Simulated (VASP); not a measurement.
SnSe, a slab with vacuum:

```
Sn Se
1.0
     4.34172    0.00000    0.00000
     0.00000    4.34172    0.00000
     0.00000    0.00000   11.13532
Sn Se
2 2
Direct
  0.00000 0.50000 0.62777
  0.50000 0.00000 0.37223
  0.00000 0.50000 0.38396
  0.50000 0.00000 0.61604
```

Base run:

- Program: VASP 6.6.1
- Functional: r2SCAN
- Potentials or basis: VASP PAW PBE potentials, release 64 (Sn_d, Se)
- Cutoff: 520 eV
- k mesh: 6 × 6 × 3
- Occupations: fermi-dirac, width 0.05 eV
- Spin: no spin polarisation

Its results: band gap on the k mesh 1.81 eV; largest force 0.250 eV/Å.

Problem. The run is repeated on the same cell with these changes: functional from r2SCAN to PBEsol; further incar settings from ALGO = Normal; EDIFF = 1e-07; NBANDS = 28 to ALGO = Normal; EDIFF = 1e-06; NBANDS = 28. What comes out?

Solution. Band gap on the k mesh 1.50 eV; largest force 0.345 eV/Å.

Caveats: the PAW data sets were made with another functional, which shifts forces and pressure a little; spin-orbit coupling is left out, which moves the levels of the heavy elements.

A k mesh can miss the band edges.
